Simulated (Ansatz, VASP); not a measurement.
**One calculation of Hf4Ta, two programs**

```
Hf Ta
1.0
    -3.19280    3.19280    3.19280
     3.19280   -3.19280    3.19280
     3.19280    3.19280   -3.19280
Hf Ta
4 1
Direct
  0.50000 0.50000 0.50000
  0.50000 0.00000 0.00000
  0.00000 0.00000 0.50000
  0.00000 0.50000 0.00000
  0.00000 0.00000 0.00000
```

Change from the starting cell: species swapped into the GeF4 type (I-43m, No. 217).

Alike in both runs: task relaxation of cell and atoms; functional PBE; k mesh 8 × 8 × 8; occupations gaussian, width 0.1 eV; no spin polarisation.

|  | VASP | Ansatz |
| --- | --- | --- |
| version | VASP 6.6.1 | Ansatz 0.2.0 |
| potentials or method | VASP PAW PBE potentials, release 64 (Hf_pv, Ta_pv), cutoff 600 eV | scalar-relativistic, plane waves, PAW |
| valence electrons in the cell | 51 | 117 |

Ansatz gave:

* gap on the k mesh at the Fermi level, each at its own relaxed structure (eV): none
* relaxed volume (Å³/atom): 26.04
* relaxed cell length with the largest relative difference (Å): 5.530

**Question.** Estimate VASP's values.

**Answer.** gap on the k mesh at the Fermi level, each at its own relaxed structure (eV): none; relaxed volume (Å³/atom): 25.93; relaxed cell length with the largest relative difference (Å): 5.523.

A gap of «none» marks a metal or a gap that the smearing closes. VASP's potentials hold 51 valence electrons a cell and Ansatz's 117, so a difference there can come from the potentials and not from the codes.

Spin-orbit coupling is off throughout.
